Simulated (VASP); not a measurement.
Set up this calculation in VASP 6.6.1, as the native input.

```
Task                   : single point
Functional             : r2SCAN
Potentials or basis    : VASP PAW PBE potentials, release 64 (Na_pv, Cl)
Cutoff                 : 520 eV
k mesh                 : 8 × 8 × 8
Occupations            : methfessel-paxton, width 0.0138 eV
Spin                   : no spin polarisation
Dipole correction      : no
Further INCAR settings : ALGO = Normal; EDIFF = 1e-06; NBANDS = 14
```

NaCl:

```
Na Cl
1.0
     0.00000    2.89288    2.89288
     2.89288    0.00000    2.89288
     2.89288    2.89288    0.00000
Na Cl
1 1
Cartesian
  0.0000 0.0000 0.0000
  2.8929 2.8929 2.8929
```

These files were run (other wordings do the same):

POSCAR

```
NaCl
1.0
    0.0000000000      2.8928830000      2.8928830000
    2.8928830000      0.0000000000      2.8928830000
    2.8928830000      2.8928830000      0.0000000000
Na Cl
1 1
Direct
    0.0000000000      0.0000000000      0.0000000000
    0.5000000000      0.5000000000      0.5000000000
```

INCAR.step1

```
  PREC = Accurate
  ENCUT = 520
  ISMEAR = 1
  SIGMA = 0.0138
  LREAL = F
  LASPH = T
  NELM = 80
  NBANDS = 14
  GGA = PE
  ALGO = Normal
  EDIFF = 1E-4
  LWAVE = T
  LCHARG = F
```

INCAR.step2

```
  PREC = Accurate
  ENCUT = 520
  EDIFF = 1E-6
  ISMEAR = 1
  SIGMA = 0.0138
  LREAL = F
  LASPH = T
  NELM = 80
  ALGO = Normal
  ISIF = 2
  LWAVE = F
  LCHARG = F
  METAGGA = R2SCAN
  LMIXTAU = T
  NBANDS = 14
  ISTART = 1
```

KPOINTS

```
Automatic mesh
0
Gamma
  8 8 8
```

Potentials or basis: VASP PAW PBE potentials, release 64 (Na_pv, Cl).

Run with:

```bash
$ cat potpaw_PBE.64/Na_pv/POTCAR potpaw_PBE.64/Cl/POTCAR > POTCAR
$ cp INCAR.step1 INCAR
$ mpirun -np 1 vasp_std > vasp.out
$ cp INCAR.step2 INCAR
$ mpirun -np 1 vasp_std > vasp.out
```

It gave:

```
Pressure               : -2.3 GPa
Band gap on the k mesh : 5.62 eV
```

Caveat: the PAW data sets were made with another functional, which shifts forces and pressure a little.

Run time: 70 s on 1 thread of Intel(R) Xeon(R) Platinum 8375C CPU @ 2.90GHz (Ice Lake) (shared host), peak memory 0.17 GiB.
